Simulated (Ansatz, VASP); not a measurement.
# ZnO: VASP beside Ansatz

File INCAR:

```
SYSTEM = ZnO
  PREC = Accurate
  ENCUT = 520
  EDIFF = 1E-7
  ISMEAR = -1
  SIGMA = 0.05
  LREAL = .FALSE.
  LASPH = .TRUE.
  NELM = 80
  ALGO = Normal
  ISIF = 2
  LWAVE = .FALSE.
  LCHARG = .FALSE.
  GGA = PS
  NBANDS = 26
```

KPOINTS

```
Automatic mesh
0
G
  9 9 5
  0 0 0
```

File POSCAR:

```
ZnO
1.0
    3.2274999067      0.0000000000      0.0000000000
   -1.6137499533      2.7950969099      0.0000000000
    0.0000000000      0.0000000000      5.1707703030
Zn O
2 2
Direct
    0.6666666667      0.3333333333      0.0000000000
    0.3333333333      0.6666666667      0.5000000000
    0.3333333333      0.6666666667      0.8790100000
    0.6666666667      0.3333333333      0.3790100000
```

File input.yaml:

```yaml
crystal:
  lattice:
    - [3.2274999067, 0.0, 0.0]
    - [-1.6137499533, 2.7950969099, 0.0]
    - [0.0, 0.0, 5.170770303]
  atoms:
    - { symbol: Zn, position: [0.6666666667, 0.3333333333, 0.0] }
    - { symbol: Zn, position: [0.3333333333, 0.6666666667, 0.5] }
    - { symbol: O, position: [0.3333333333, 0.6666666667, 0.87901] }
    - { symbol: O, position: [0.6666666667, 0.3333333333, 0.37901] }
kpoints:
  mp_grid: { grid: [9, 9, 5] }
scf:
  occupations: { method: fermi_dirac, width: 0.05 }
hamiltonian:
  xc: pbesol
  pseudopotentials: { kind: all_electron, lapw: { basis_error: 0.001 } }
output:
  forces: true
  stress: true
  eigenvalues: true
```

Change from the starting cell: volume scaled by 0.98.

Alike in both runs: task single point; functional PBEsol; k mesh 9 × 9 × 5; occupations fermi-dirac, width 0.05 eV; no spin polarisation.

```csv
,VASP,Ansatz
version,VASP 6.6.1,Ansatz 0.2.0
potentials or method,"VASP PAW PBE potentials, release 64 (Zn, O), cutoff 520 eV","all-electron LAPW, scalar-relativistic"
```

Ansatz gave:

| Item | Value |
| --- | --- |
| gap on the k mesh at the Fermi level (eV) | 0.75 |
| least direct gap on the mesh (eV) | 0.75 |
| pressure (GPa) | 1.4 |
| traceless stress, the component that is largest in VASP (GPa) | 1.17 |
| rms of the force components (eV/Å) | 0.040 |

Problem. What did VASP give for the same quantities?

Solution. gap on the k mesh at the Fermi level (eV): 0.72; least direct gap on the mesh (eV): 0.72; pressure (GPa): 2.5; traceless stress, the component that is largest in VASP (GPa): 1.22; rms of the force components (eV/Å): 0.042.

VASP's potentials were made for PBE, not for PBEsol. Atom by atom the forces differ by 0.002 eV/Å (rms over components). Ansatz ran all-electron here, and VASP with PAW potentials.
